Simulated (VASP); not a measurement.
A run of VASP 6.6.1 is set up as follows.

File INCAR:

```
PREC     = Accurate       # precision mode
ENCUT    = 600            # plane-wave cutoff, eV
EDIFF    = 1E-6           # SCF threshold, eV
ISMEAR   = 0              # smearing method
SIGMA    = 0.02           # smearing width, eV
LREAL    = F              # projectors in reciprocal space
LASPH    = T              # aspherical terms in the spheres
NELM     = 100            # most SCF steps
ALGO     = Normal         # electronic algorithm
ISIF     = 4              # what is computed and relaxed
LWAVE    = F              # write WAVECAR
LCHARG   = F              # write CHGCAR
GGA      = PE             # functional
IBRION   = 2              # ionic algorithm
NSW      = 50             # ionic steps
EDIFFG   = -0.01          # ionic threshold
```

Contents of KPOINTS:

```
Automatic mesh
0
Gamma
  6 6 6
```

Contents of POSCAR:

```
LiNbO3
1.0
    2.5574474612      1.4765429802      4.5053987085
   -2.5574474612      1.4765429802      4.5053987085
    0.0000000000     -2.9530859603      4.5053987085
Li Nb O
2 2 6
Direct
    0.2500000000      0.2500000000      0.2500000000
    0.7500000000      0.7500000000      0.7500000000
    0.0000000000      0.0000000000      0.0000000000
    0.5000000000      0.5000000000      0.5000000000
    0.1251595145      0.3748404855      0.7500000000
    0.7500000000      0.1251595145      0.3748404855
    0.3748404855      0.7500000000      0.1251595145
    0.2500000000      0.8748404855      0.6251595145
    0.8748404855      0.6251595145      0.2500000000
    0.6251595145      0.2500000000      0.8748404855
```

Potentials or basis: VASP PAW PBE potentials, release 64 (Li_sv, Nb_sv, O).

Command:

```bash
$ cat potpaw_PBE.64/Li_sv/POTCAR potpaw_PBE.64/Nb_sv/POTCAR potpaw_PBE.64/O/POTCAR > POTCAR
$ mpirun -np 1 vasp_std > vasp.out
```

**Question.** What does it give for the band gap on the k mesh?

**Answer.** 2.67 eV, indirect (least direct gap 2.73 eV).

Forces on the atoms (eV/Å):
```
Li   0.000  0.000  0.000
Li   0.000  0.000  0.000
Nb   0.000  0.000  0.000
Nb   0.000  0.000  0.000
O   -0.003  0.000  0.000
O    0.002 -0.003  0.000
O    0.002  0.003  0.000
O   -0.002  0.003  0.000
O    0.003  0.000  0.000
O   -0.002 -0.003  0.000
```

 A k mesh can miss the band edges.
